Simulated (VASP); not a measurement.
Wanted: the native input for a VASP 6.6.1 run.

```yaml
Task: single point
Functional: r2SCAN
Dispersion: rVV10
Potentials_or_basis: VASP PAW PBE potentials, release 64 (Ag, S, La)
Cutoff: 520 eV
k_mesh: 6 × 4 × 4
Occupations: fermi-dirac, width 0.03 eV
Spin: no spin polarisation
Dipole_correction: no
Further_INCAR_settings: ALGO = Normal; EDIFF = 1e-07; NBANDS = 44
```

The system is LaAgS2.

```xyz
8
Lattice="4.2847 0.0000 0.0000 0.0000 5.5539 0.0000 0.0000 0.0000 7.6447" Properties=species:S:1:pos:R:3 pbc="T T T"
Ag    0.0000    0.0000    6.5063
Ag    2.1423    2.7769    1.1384
S     0.0000    2.7769    6.9933
S     2.1423    0.0000    0.6513
S     0.0000    2.7769    3.1227
S     2.1423    0.0000    4.5220
La    0.0000    0.0000    2.4472
La    2.1423    2.7769    5.1975
```

These files were run (other wordings do the same):

POSCAR

```
LaAgS2
1.0
    4.2846515777      0.0000000000      0.0000000000
    0.0000000000      5.5538637920      0.0000000000
    0.0000000000      0.0000000000      7.6446964574
Ag S La
2 4 2
Direct
    0.0000000000      0.0000000000      0.8510875165
    0.5000000000      0.5000000000      0.1489124835
    0.0000000000      0.5000000000      0.9147974739
    0.5000000000      0.0000000000      0.0852025261
    0.0000000000      0.5000000000      0.4084800044
    0.5000000000      0.0000000000      0.5915199956
    0.0000000000      0.0000000000      0.3201126203
    0.5000000000      0.5000000000      0.6798873797
```

INCAR.step1

```
SYSTEM = LaAgS2
ALGO     = Normal         ! electronic algorithm
EDIFF    = 1E-4           ! SCF threshold, eV
ENCUT    = 520            ! plane-wave cutoff, eV
GGA      = PE             ! functional
ISMEAR   = -1             ! smearing method
LASPH    = .TRUE.         ! aspherical terms in the spheres
LCHARG   = .FALSE.        ! write CHGCAR
LREAL    = .FALSE.        ! projectors in reciprocal space
LWAVE    = .TRUE.         ! write WAVECAR
NBANDS   = 44             ! bands
NELM     = 60             ! most SCF steps
PREC     = Accurate       ! precision mode
SIGMA    = 0.03           ! smearing width, eV
```

INCAR.step2

```
SYSTEM = LaAgS2
ALGO     = Normal         ! electronic algorithm
BPARAM   = 11.95        
CPARAM   = 0.0093       
EDIFF    = 1E-7           ! SCF threshold, eV
ENCUT    = 520            ! plane-wave cutoff, eV
ISIF     = 2              ! what is computed and relaxed
ISMEAR   = -1             ! smearing method
ISTART   = 1            
IVDW_NL  = 2            
LASPH    = .TRUE.         ! aspherical terms in the spheres
LCHARG   = .TRUE.         ! write CHGCAR
LELF     = .TRUE.         ! ELF
LMIXTAU  = .TRUE.       
LREAL    = .FALSE.        ! projectors in reciprocal space
LUSE_VDW = .TRUE.       
LVHAR    = .TRUE.       
LWAVE    = .FALSE.        ! write WAVECAR
METAGGA  = R2SCAN         ! meta-GGA
NBANDS   = 44             ! bands
NELM     = 60             ! most SCF steps
PREC     = Accurate       ! precision mode
SIGMA    = 0.03           ! smearing width, eV
```

KPOINTS

```
k-points
0
G
  6 4 4
  0 0 0
```

Potentials or basis: VASP PAW PBE potentials, release 64 (Ag, S, La).

Launch:

```bash
$ cat potpaw_PBE.64/Ag/POTCAR potpaw_PBE.64/S/POTCAR potpaw_PBE.64/La/POTCAR > POTCAR
$ cp INCAR.step1 INCAR
$ mpirun -np 1 vasp_std > vasp.out
$ cp INCAR.step2 INCAR
$ mpirun -np 1 vasp_std > vasp.out
```

It gave:

The pressure is 0.0 GPa. The largest force is 0.012 eV/Å. The band gap on the k mesh is 1.93 eV (least direct gap 2.29 eV).

Caveat: the PAW data sets were made with another functional, which shifts forces and pressure a little; spin-orbit coupling is left out, which moves the levels of the heavy elements.

Wall time 23 min on 1 thread of Intel(R) Xeon(R) 6975P-C (Granite Rapids) (shared host), peak memory 0.78 GiB.
